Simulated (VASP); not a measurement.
Runs of VASP 6.6.1 on SnO2. The structure is that of space group R-3m (No. 166), or close to it. The cells are those of the table. 

| cell | gap on the mesh (eV) | pressure (GPa) | largest force (eV/Å) |
| --- | --- | --- | --- |
| a = 6.002 Å, angles 59.6°, 12 atoms | 3.14 | (b) | 0.17 |
| a = 6.195 Å, angles 62.2°, 12 atoms | (a) | -8.5 | 1.41 |
| a = 5.987 Å, angles 67.7°, 12 atoms | 1.06 | -14.0 | 0.97 |
| a = 5.830 Å, angles 70.4°, 12 atoms | 0.82 | -13.1 | 0.53 |
| a = 6.164 Å, angles 59.6°, 12 atoms | (c) | 5.5 | 0.92 |

Alike in all rows: task single point; level PBEsol; potentials or basis VASP PAW PBE potentials, release 64 (Sn_d, O); no spin polarisation; k mesh 6 × 6 × 6; cutoff (eV) 520; smearing gaussian 0.05 eV.

Task: Fill in the values left out.

Result: (a) 1.89; (b) 22.6; (c) 2.63.

Caveats: the PAW data sets were made with another functional, which shifts forces and pressure a little; spin-orbit coupling is left out, which moves the levels of the heavy elements; the cell stands under tension (at least some runs); the cell stands under pressure (at least some runs).

A k mesh can miss the band edges, and the runs leave out spin-orbit coupling on Sn.
